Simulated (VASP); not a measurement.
**TaN (CsCl type): single point with PBE**

The system is TaN (CsCl type).

```
Ta N
1.0
     2.37038    0.00000    0.00000
     0.00000    2.37038    0.00000
     0.00000    0.00000    2.37038
Ta N
1 1
Direct
  0.00000 0.00000 0.00000
  0.50000 0.50000 0.50000
```

This cell differs from its parent crystal: volume scaled by 0.64.

| Quantity | Value |
| --- | --- |
| Program | VASP 6.6.1 |
| Task | single point |
| Functional | PBE |
| Potentials or basis | VASP PAW PBE potentials, release 64 (Ta_pv, N) |
| Cutoff | 520 eV |
| k mesh | 15 × 15 × 15 |
| Occupations | fermi-dirac, width 0.05 eV |
| Spin | no spin polarisation |

| Item | Value |
| --- | --- |
| Pressure | 374.0 GPa |
| Band gap on the k mesh | zero (band 8 reaches 25.19 eV, above the bottom of band 9 at 11.76 eV) |

Levels at points of the mesh, in eV from the Fermi level:
```csv
k point,band 6,band 7,band 8,band 9,band 10,band 11
"(0.00, 0.00, 0.00)",-8.54,-3.76,-3.76,-3.76,6.26,6.26
```

Run time: 11 s on 1 thread of AMD EPYC 9R45 96-Core Processor (Zen 5), on a shared host, peak memory 0.11 GiB.

Caveat: spin-orbit coupling is left out, which moves the levels of the heavy elements.
